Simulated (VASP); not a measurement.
Here is a VASP 6.6.1 calculation.

File INCAR:

```
SYSTEM = CaO
  PREC = Accurate
  ENCUT = 520
  EDIFF = 1E-6
  ISMEAR = 0
  SIGMA = 0.05
  LREAL = .False.
  LASPH = .True.
  NELM = 100
  ALGO = Normal
  ISIF = 2
  LWAVE = .False.
  LCHARG = .True.
  GGA = PE
  IVDW = 12
  LELF = .True.
  LVHAR = .True.
  NBANDS = 15
```

File KPOINTS:

```
Automatic mesh
0
Gamma
  8 8 8
  0 0 0
```

The input POSCAR:

```
CaO
1.0
    0.0000000000      2.4231077912      2.4231077912
    2.4231077912      0.0000000000      2.4231077912
    2.4231077912      2.4231077912      0.0000000000
Ca O
1 1
Direct
    0.5000000000      0.5000000000      0.5000000000
    0.0000000000      0.0000000000      0.0000000000
```

Potentials or basis: VASP PAW PBE potentials, release 64 (Ca_sv, O).

Run with:

```bash
$ cat potpaw_PBE.64/Ca_sv/POTCAR potpaw_PBE.64/O/POTCAR > POTCAR
$ mpirun -np 1 vasp_std > vasp.out
```

What does it give for the band gap on the k mesh?

3.64 eV, indirect (least direct gap 4.02 eV).

What does it give for the pressure?

-3.5 GPa.

 A k mesh can miss the band edges.
